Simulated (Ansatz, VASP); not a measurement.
# Zn2Si3N3: VASP beside Ansatz

```xyz
16
Lattice="2.9000 0.0000 0.0000 -1.4500 2.5115 0.0000 0.0000 0.0000 26.2000" Properties=species:S:1:pos:R:3 pbc="T T T"
Zn    1.4500    0.8372   16.6999
Zn    0.0000    1.6743    9.5001
Zn    1.4500    0.8372   11.9000
Zn    0.0000    1.6743   14.3000
Si    0.0000    0.0000    1.2000
Si    0.0000    0.0000   25.0000
Si    1.4500    0.8372   21.0989
Si    1.4500    0.8372   18.6989
Si    0.0000    1.6743    5.1011
Si    0.0000    1.6743    7.5011
N     0.0000    1.6743    1.7004
N     1.4500    0.8372   24.4996
N     0.0000    0.0000   21.5993
N     0.0000    0.0000   18.2011
N     0.0000    0.0000    4.6007
N     0.0000    0.0000    7.9989
```

Alike in both runs: task relaxation of cell and atoms; functional PBE; k mesh 6 × 6 × 1; occupations gaussian, width 0.2 eV; no spin polarisation.

|  | VASP | Ansatz |
| --- | --- | --- |
| version | VASP 6.6.1 | Ansatz 0.2.0 |
| potentials or method | VASP PAW PBE potentials, release 64 (Zn, Si, N), cutoff 600 eV | scalar-relativistic, plane waves, PAW |
| valence electrons in the cell | 102 | 102 |

|  | VASP | Ansatz | Ansatz less VASP |
| --- | --- | --- | --- |
| gap on the k mesh at the Fermi level, each at its own relaxed structure (eV) | none | none | - |
| relaxed volume (Å³/atom) | 14.49 | 14.89 | +0.403 |
| relaxed length of the cell vector where the two differ most in proportion (Å) | 32.114 | 33.237 | +1.1232 |

A gap of «none» marks a metal or a gap that the smearing closes.

The k mesh is coarse, so the values compare programs but aren't converged. Noted on VASP's run: the volume moved by over 15 % at a fixed basis, so the end points are rough.
